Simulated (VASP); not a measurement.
Crystal: SiF.

```
Si F
1.0
     1.33860    0.77284    3.89831
    -1.33860    0.77284    3.89831
     0.00000   -1.54568    3.89831
Si F
1 1
Direct
  0.50000 0.50000 0.50000
  0.00000 0.00000 0.00000
```

- Program: VASP 6.6.1
- Task: relaxation of cell and atoms
- Functional: r2SCAN
- Dispersion: rVV10
- Potentials or basis: VASP PAW PBE potentials, release 64 (Si, F)
- Cutoff: 600 eV
- k mesh: 12 × 12 × 12
- Occupations: fermi-dirac, width 0.05 eV
- Spin: no spin polarisation

At the start: pressure -3.5 GPa; volume 12.10 Å³/atom.

**Question.** How do energy, volume and symmetry change on relaxing?

**Answer.** Over 5 steps the energy falls by 9.1 meV/atom and the volume is 11.52 Å³/atom (-4.8 %); space group R-3m (No. 166, to 0.1 Å) before and after.

The path:
| step | energy change (eV) | largest force (eV/Å) | pressure (GPa) | volume (Å³) |
| --- | --- | --- | --- | --- |
| 1 | 0.0000 | 0.0000 | -3.49 | 24.20 |
| 2 | -0.0167 | 0.0000 | -0.70 | 23.29 |
| 3 | -0.0179 | 0.0000 | 0.40 | 23.00 |
| 4 | -0.0182 | 0.0000 | -0.17 | 23.06 |
| 5 | -0.0183 | 0.0000 | 0.02 | 23.04 |

Final structure:
```yaml
crystal:
  lattice:
    - [1.30680, 0.75448, 3.89393]
    - [-1.30680, 0.75448, 3.89393]
    - [0.00000, -1.50896, 3.89393]
  atoms:
    - { symbol: Si, position: [0.50000, 0.50000, 0.50000] }
    - { symbol: F, position: [0.00000, 0.00000, 0.00000] }
```

Caveat: the PAW data sets were made with another functional, which shifts forces and pressure a little; an odd number of electrons without spin polarisation forces a metal; a magnetic or distorted state may lie lower.
